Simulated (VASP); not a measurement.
# Be (P6_3/mmc) in VASP: further runs, part 2 of 2

VASP 6.6.1. Earlier steps stand in the parts before.

## 3. Single point, PBE (7.90 Å³/atom)

INCAR reads:

```
PREC = Accurate ; ENCUT = 520
EDIFF = 1E-6 ; ISMEAR = -1
SIGMA = 0.08 ; LREAL = False
LASPH = True ; NELM = 60
ALGO = Normal ; ISIF = 2
LWAVE = False ; LCHARG = False
GGA = PE ; NBANDS = 9
```

KPOINTS reads:

```
Automatic mesh
0
Gamma
  19 19 11
```

POSCAR reads:

```
Be
1.0
    2.2624060542      0.0000000000      0.0000000000
   -1.1312030271      1.9593011166      0.0000000000
    0.0000000000      0.0000000000      3.5660261552
Be
2
Direct
    0.3333333333      0.6666666667      0.2500000000
    0.6666666667      0.3333333333      0.7500000000
```

Potentials or basis: VASP PAW PBE potentials, release 64 (Be).

Launch:

```
> cat potpaw_PBE.64/Be/POTCAR > POTCAR
> mpirun -np 1 vasp_std > vasp.out
```

OUTCAR:

```text
PREC = Accurate
   ENCUT = 520
   EDIFF = 1E-6
   ISMEAR = -1
   LREAL = False
   LASPH = True
   NELM = 60
   ISIF = 2
   GGA = PE

 ion  position               nearest neighbor table
   1  0.333  0.667  0.250-   2 2.21   2 2.21   2 2.21   2 2.21   2 2.21   2 2.21
   2  0.667  0.333  0.750-   1 2.21   1 2.21   1 2.21   1 2.21   1 2.21   1 2.21

  LATTYP: Found a hexagonal cell.
 ALAT       =     2.2624060542
 C/A-ratio  =     1.5762096060

  Lattice vectors:

 A1 = (   2.2624060542,   0.0000000000,   0.0000000000)
 A2 = (  -1.1312030271,   1.9593011166,   0.0000000000)
 A3 = (   0.0000000000,   0.0000000000,   3.5660261552)

Analysis of symmetry for initial positions (statically):
=====================================================================
 Subroutine PRICEL returns:
 Original cell was already a primitive cell.

 Routine SETGRP: Setting up the symmetry group for a
 hexagonal supercell.

 Subroutine GETGRP returns: Found 24 space group operations
 (whereof 12 operations were pure point group operations)
 out of a pool of 24 trial point group operations.

The static configuration has the point symmetry D_3d.
 The point group associated with its full space group is D_6h.

Analysis of symmetry for dynamics (positions and initial velocities):
=====================================================================
 Subroutine PRICEL returns:
 Original cell was already a primitive cell.

 Routine SETGRP: Setting up the symmetry group for a
 hexagonal supercell.

 Subroutine GETGRP returns: Found 24 space group operations
 (whereof 12 operations were pure point group operations)
 out of a pool of 24 trial point group operations.

The dynamic configuration has the point symmetry D_3d.
 The point group associated with its full space group is D_6h.

 Subroutine INISYM returns: Found 24 space group operations
 (whereof 12 operations are pure point group operations),
 and found     1 'primitive' translations

----------------------------------------------------------------------------------------

                                     Primitive cell

  volume of cell :      15.8072

  direct lattice vectors                    reciprocal lattice vectors
     2.262406054  0.000000000  0.000000000     0.442007304  0.255193036  0.000000000
    -1.131203027  1.959301117  0.000000000     0.000000000  0.510386072  0.000000000
     0.000000000  0.000000000  3.566026155     0.000000000  0.000000000  0.280424191

  length of vectors
     2.262406054  2.262406054  3.566026155     0.510386072  0.510386072  0.280424191

  position of ions in fractional coordinates (direct lattice)
     0.333333333  0.666666667  0.250000000
     0.666666667  0.333333333  0.750000000

  ion indices of the primitive-cell ions
   primitive index   ion index
                 1           1
                 2           2

----------------------------------------------------------------------------------------

 KPOINTS: Automatic mesh

Automatic generation of k-mesh.
 Grid dimensions read from file:
 generate k-points for:   19   19   11

 Generating k-lattice:

  Cartesian coordinates                     Fractional coordinates (reciprocal lattice)
     0.023263542  0.013431212  0.000000000     0.052631579  0.000000000  0.000000000
     0.000000000  0.026862425  0.000000000     0.000000000  0.052631579  0.000000000
     0.000000000  0.000000000  0.025493108     0.000000000  0.000000000  0.090909091

  Length of vectors
     0.026862425  0.026862425  0.025493108

  Shift w.r.t. Gamma in fractional coordinates (k-lattice)
     0.000000000  0.000000000  0.000000000

 Subroutine IBZKPT returns following result:
 ===========================================

 Found    240 irreducible k-points:

 Following reciprocal coordinates:
            Coordinates               Weight
  0.000000  0.000000  0.000000      1.000000
  0.052632 -0.000000  0.000000      6.000000
  0.105263 -0.000000  0.000000      6.000000
  0.157895  0.000000  0.000000      6.000000
  0.210526  0.000000  0.000000      6.000000
  0.263158  0.000000  0.000000      6.000000
[... 16 lines left out ...]
  0.263158  0.105263  0.000000     12.000000
  0.315789  0.105263  0.000000     12.000000
 [... further k-points ...]
   k-points           NKPTS =    240   k-points in BZ     NKDIM =    240   number of bands    NBANDS=      9
   number of dos      NEDOS =    301   number of ions     NIONS =      2
   total plane-waves  NPLWV =   9072
   dimension x,y,z NGX =    18 NGY =   18 NGZ =   28
   dimension x,y,z NGXF=    36 NGYF=   36 NGZF=   56
   ions per type =               2
   NGX,Y,Z   is equivalent  to a cutoff of  13.23, 13.23, 13.05 a.u.
   NGXF,Y,Z  is equivalent  to a cutoff of  26.45, 26.45, 26.11 a.u.
 SYSTEM =  unknown system
   PREC   = accura    normal or accurate (medium, high low for compatibility)
   ISTART =      0    job   : 0-new  1-cont  2-samecut
   ICHARG =      2    charge: 1-file 2-atom 10-const
   ISPIN  =      1    spin polarized calculation?
   LNONCOLLINEAR =      F non collinear calculations
   LSORBIT =      F    spin-orbit coupling
   LASPH  =      T    aspherical Exc in radial PAW
   ENCUT  =  520.0 eV  38.22 Ry    6.18 a.u.   4.21  4.21  6.63*2*pi/ulx,y,z
   NELM   =     60;   NELMIN=  2; NELMDL= -5     # of ELM steps
   EDIFF  = 0.1E-05   stopping-criterion for ELM
   LREAL  =      F    real-space projection
   EDIFFG = 0.1E-04   stopping-criterion for IOM
   NSW    =      0    number of steps for IOM
   IBRION =     -1    ionic relax: 0-MD 1-quasi-New 2-CG
   NFREE  =      0    steps in history (QN), initial steepest desc. (CG)
   ISIF   =      2    stress and relaxation
   ISYM   =      2    0-nonsym 1-usesym 2-fastsym
   POTIM  = 0.5000    time-step for ionic-motion
   TEBEG  =    0.0;   TEEND  =   0.0 temperature during run
   PSTRESS=    0.0 pullay stress
   NELECT =       4.0000    total number of electrons
   NUPDOWN=      -1.0000    fix difference up-down
   EMIN   =  10.00;   EMAX   =-10.00  energy-range for DOS
   EFERMI =   0.00;   METHOD = LEGACY
   ISMEAR =    -1;   SIGMA  =   0.08  broadening in eV -4-tet -1-fermi 0-gaus
   EFERMI_NEDOS =   21; number of points for ismear=-14 and -15
   IALGO  =     38    algorithm
   IMIX   =      4    mixing-type and parameters
     AMIX     =   0.40;   BMIX     =  1.00
     AMIX_MAG =   1.60;   BMIX_MAG =  1.00
  volume/ion in A,a.u.               =       7.90        53.34
  Fermi-wavevector in a.u.,A,eV,Ry     =   1.035482  1.956778 14.588492  1.072224
  Thomas-Fermi vector in A             =   2.169828
   LORBIT       =      0    0 simple, 1 ext, 2 COOP (PROOUT), +10 PAW based schemes
   GGA     = PE    functional components
   LHFCALC =     F    Hartree Fock is set to
   AEXX    =    0.0000 exact exchange contribution
   IVDW    =     0    specifies the selected vdW correction
   LEPSILON=     F    determine dielectric tensor
   LRPA    =     F    only Hartree local field effects (RPA)
 non-spin polarized calculation
  energy-cutoff  :      520.00
  volume of cell :       15.81
 maximum number of plane-waves:       440
 NGX is ok and might be reduce to    18
   NGX =  9   NGY =  9   NGZ = 13

 number of electron       4.0000000 magnetization

 Free energy of the ion-electron system (eV)
  ---------------------------------------------------
  ext. energy  EPLUGINS =         0.00000000
  ---------------------------------------------------
  free energy    TOTEN  =        -7.53907882 eV

  energy without entropy =       -7.53737170  energy(sigma->0) =       -7.53822526

 E-fermi :   7.1256     XC(G=0): -10.6067

 val. band max:        7.0362982851   @ k =   0.3158   0.1053   0.0000
 cond. band min:       7.2381540593   @ k =   0.2632   0.2632   0.0909
 fundamental gap:      0.2018557742
 Fermi energy:         7.1256025413

 k-point     1 :       0.0000    0.0000    0.0000
  band No.  band energies     occupation
      1      -4.3255      2.00000
      2       2.5761      2.00000
      3       8.1235      0.00001
      4      23.0482      0.00000
      5      23.0482      0.00000
      6      25.8906      0.00000
      7      25.8906      0.00000
      8      27.9352      0.00000
      9      34.1537      0.00000
[... 265 lines left out ...]
 k-point    24 :       0.3158    0.1053    0.0000
  band No.  band energies     occupation
      1      -0.1841      2.00000
      2       7.0363      1.50660
      3       7.9085      0.00011
      4      12.4695      0.00000
      5      15.2995      0.00000
      6      17.8755      0.00000
      7      20.7556      0.00000
      8      23.7876      0.00000
      9      26.7876      0.00000

 [... further k-points ...]

------------------------ aborting loop because EDIFF is reached ----------------------------------------

  FORCE on cell =-STRESS in cart. coord.  units (eV):
  Direction    XX          YY          ZZ          XY          YZ          ZX
  --------------------------------------------------------------------------------------
  -------------------------------------------------------------------------------------
  Total        0.0172889      0.0172889      0.0196271      0.0000000      0.0000000      0.0000000
  in kB        1.7523521      1.7523521      1.9893501      0.0000000      0.0000000      0.0000000
  external PRESSURE =       1.8313514 kB  Pullay stress =       0.0000000 kB

 VOLUME and BASIS-vectors are now :
 -----------------------------------------------------------------------------
  energy-cutoff  :      520.00
  volume of cell :       15.81
      direct lattice vectors                 reciprocal lattice vectors
     2.262406054  0.000000000  0.000000000     0.442007304  0.255193036  0.000000000
    -1.131203027  1.959301117  0.000000000     0.000000000  0.510386072  0.000000000
     0.000000000  0.000000000  3.566026155     0.000000000  0.000000000  0.280424191

 POSITION                                       TOTAL-FORCE (eV/Angst)
 -----------------------------------------------------------------------------------
     -0.00000      1.30620      0.89151         0.000000     -0.000000      0.000000
      1.13120      0.65310      2.67452        -0.000000      0.000000      0.000000
 -----------------------------------------------------------------------------------
    total drift:                                0.000000     -0.000000      0.000000

  FREE ENERGIE OF THE ION-ELECTRON SYSTEM (eV)
  ---------------------------------------------------
  free  energy   TOTEN  =        -7.5390788198 eV

  energy  without entropy=       -7.5373716964  energy(sigma->0) =       -7.53822526
```

It took 25 s on 1 thread of AMD EPYC 7R43 (Zen 3), shared host; peak memory 0.1 GiB.

Results:

```
Free energy            : -7.5391 eV
Pressure               : 0.2 GPa
Band gap on the k mesh : zero (bands 2 and 3 overlap by 1.49 eV)
```

## 4. Relaxation of cell and atoms, PBE

INCAR reads:

```
ALGO = Normal
EDIFF = 1E-7
EDIFFG = -0.005
ENCUT = 600
GGA = PE
IBRION = 2
ISIF = 3
ISMEAR = -1
LASPH = T
LCHARG = F
LREAL = F
LWAVE = F
NELM = 80
NSW = 60
PREC = Accurate
SIGMA = 0.08
```

KPOINTS reads:

```
k-points
0
Gamma
  19 19 11
```

POSCAR reads:

```
Be
1.0
    2.2424371395      0.0000000000      0.0000000000
   -1.1212185697      1.9420075292      0.0000000000
    0.0000000000      0.0000000000      3.6327481659
Be
2
Direct
    0.3333333333      0.6666666667      0.2500000000
    0.6666666667      0.3333333333      0.7500000000
```

Launch:

```
> cat potpaw_PBE.64/Be/POTCAR > POTCAR
> mpirun -np 1 vasp_std > vasp.out
```

Run time: 58 s. Hardware: 1 thread of AMD EPYC 7R43 (Zen 3), shared host; peak memory 0.11 GiB.

The run converged. Its results:

```yaml
Free_energy: -7.5391 eV
Relaxed_volume: 7.92 Å³/atom
Relaxed_cell: a = 2.264 Å, b = 2.264 Å, c = 3.568 Å, α = 90.00°, β = 90.00°, γ = 120.00°
Space_group_after_relaxing_to_0.1_Å: P6_3/mmc (No. 194)
Energy_gained_by_relaxing: 4.6 meV/atom
Ionic_steps: 7
Pressure_after_relaxing: 0.0 GPa
Band_gap_on_the_k_mesh: zero (bands 2 and 3 overlap by 1.49 eV)
```

Step by step:
| step | energy change (eV) | largest force (eV/Å) | pressure (GPa) | volume (Å³) |
| --- | --- | --- | --- | --- |
| 1 | 0.0000 | 0.0000 | -0.10 | 15.82 |
| 2 | -0.0092 | 0.0000 | 0.17 | 15.81 |
| 3 | -0.0092 | 0.0000 | 0.21 | 15.80 |
| 4 | -0.0092 | 0.0000 | 0.22 | 15.80 |
| 5 | -0.0093 | 0.0000 | 0.02 | 15.83 |
| 6 | -0.0093 | 0.0000 | 0.00 | 15.83 |
| 7 | -0.0093 | 0.0000 | -0.01 | 15.83 |

Final structure:
```xyz
2
Lattice="2.2636 0.0000 0.0000 -1.1318 1.9604 0.0000 0.0000 0.0000 3.5678" Properties=species:S:1:pos:R:3 pbc="T T T"
Be    0.0000    1.3069    0.8919
Be    1.1318    0.6535    2.6758
```

Levels at points of the mesh, in eV from the Fermi level:
| k point | band 1 | band 2 | band 3 | band 4 | band 5 | band 6 |
| --- | --- | --- | --- | --- | --- | --- |
| (0.00, 0.00, 0.00) | -11.44 | -4.54 | 0.99 | 15.90 | 15.90 | 18.74 |

## 5. Single point, PBE+D4, non-collinear spin, zero start, spin-orbit coupling

This run uses another cell than the first one, of 3.95 Å³/atom.

INCAR reads:

```
PREC = Accurate
ENCUT = 520
EDIFF = 1E-7
ISMEAR = -1
SIGMA = 0.08
LREAL = F
LASPH = T
NELM = 150
ALGO = Normal
ISIF = 2
LWAVE = F
LCHARG = F
LNONCOLLINEAR = T
MAGMOM = 0 0 0 0 0 0
LORBIT = 11
LSORBIT = T
GGA_COMPAT = F
LORBMOM = T
GGA = PE
IVDW = 13
NBANDS = 16
```

KPOINTS reads:

```
regular mesh
0
Gamma
  19 19 11
```

POSCAR reads:

```
Be
1.0
    1.7831532274      0.0000000000      0.0000000000
   -0.8915766137      1.5442559938      0.0000000000
    0.0000000000      0.0000000000      2.8702406389
Be
2
Direct
    0.3333333333      0.6666666667      0.2500000000
    0.6666666667      0.3333333333      0.7500000000
```

Launch:

```
> cat potpaw_PBE.64/Be/POTCAR > POTCAR
> mpirun -np 1 vasp_ncl > vasp.out
```

Wall time 67 s (1 thread of AMD EPYC 7R43 (Zen 3), shared host); peak memory 0.13 GiB.

The run converged. Its results:

```yaml
Free_energy: -3.9859 eV
Pressure: 261.3 GPa
Net_moment: 0.00 μB per cell
Dispersion_energy_per_atom: -0.215 eV
```

Moments on the atoms (μB; x, y, z):
```
Be  0.00 0.00 0.00
Be  0.00 0.00 0.00
```

Caveat: the cell stands under pressure.

## 6. Overview

| task | level | spin | cell | cutoff (eV) | gap on the mesh (eV) | pressure (GPa) |
| --- | --- | --- | --- | --- | --- | --- |
| single point | PBE | off | a = 2.262, b = 2.262, c = 3.566 Å, angles 90.0, 90.0, 120.0°, 2 atoms | 520 | none | 0.2 |
| relaxation of cell and atoms | PBE | off | relaxed from a = 2.242, b = 2.242, c = 3.633 Å, angles 90.0, 90.0, 120.0°, 2 atoms | 600 | none | 0.0 |
| single point | PBE+D4 | non-collinear, zero start, SOC | a = 1.783, b = 1.783, c = 2.870 Å, angles 90.0, 90.0, 120.0°, 2 atoms | 520 | - | 261.3 |

Alike in all rows: potentials or basis VASP PAW PBE potentials, release 64 (Be); k mesh 19 × 19 × 11; smearing fermi-dirac 0.08 eV.

Caveats: the cell stands under pressure (at least some runs).

Total energies depend on the potentials used, so only differences within one code and one set of settings carry meaning.
